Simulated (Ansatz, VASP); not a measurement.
Li: VASP beside Ansatz

```
CELL_PARAMETERS angstrom
0.00000 2.21658 2.21658
2.21658 0.00000 2.21658
2.21658 2.21658 0.00000
ATOMIC_POSITIONS crystal
Li 0.00000 0.00000 0.00000
```

Change from the starting cell: volume scaled by 1.02, crystal datasets.

Alike in both runs: task electric field gradients; functional PBEsol; k mesh 13 × 13 × 13; occupations fermi-dirac, width 0.08 eV; no spin polarisation.

|  | VASP | Ansatz |
| --- | --- | --- |
| version | VASP 6.6.1 | Ansatz 0.2.0 |
| potentials or method | VASP PAW PBE potentials, release 64 (Li_sv), cutoff 650 eV | all-electron PAW with datasets made for the crystal, scalar-relativistic |

```csv
,VASP,Ansatz,Ansatz less VASP
pressure (GPa),-1.1,-0.9,+0.17
```

VASP's potentials were made for PBE, not for PBEsol. Ansatz ran all-electron here, and VASP with PAW potentials.
